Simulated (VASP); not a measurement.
# N: single point with PBE

N:

```
N
1.0
     0.00000    1.50135    1.50135
     1.50135    0.00000    1.50135
     1.50135    1.50135    0.00000
N
1
Direct
  0.00000 0.00000 0.00000
```

This cell differs from its parent crystal: functional PBE, strained.

| Item | Value |
| --- | --- |
| Program | VASP 6.6.1 |
| Task | single point |
| Functional | PBE |
| Potentials or basis | VASP PAW PBE potentials, release 64 (N) |
| Cutoff | 520 eV |
| k mesh | 22 × 22 × 22 |
| Occupations | gaussian, width 0.1 eV |
| Spin | no spin polarisation |
| Dipole correction | no |
| Further INCAR settings | ALGO = Normal; EDIFF = 1e-06; NBANDS = 8 |

```yaml
Pressure: 26.6 GPa
```

Levels at points of the mesh, in eV from the Fermi level:
| k point | band 1 | band 2 | band 3 | band 4 | band 5 |
| --- | --- | --- | --- | --- | --- |
| (0.00, 0.00, 0.00) | -21.52 | 4.63 | 4.63 | 4.63 | 26.25 |
| (0.50, 0.00, 0.00) | -13.71 | -9.23 | 3.28 | 3.28 | 23.80 |
| (0.50, 0.50, 0.00) | -10.72 | -7.59 | 0.14 | 0.14 | 15.57 |

It took 4.5 s on 1 thread of Intel(R) Xeon(R) Platinum 8559C (Emerald Rapids), on a shared host, peak memory 0.12 GiB.

Caveat: the cell differs from its parent crystal (functional PBE, strained).
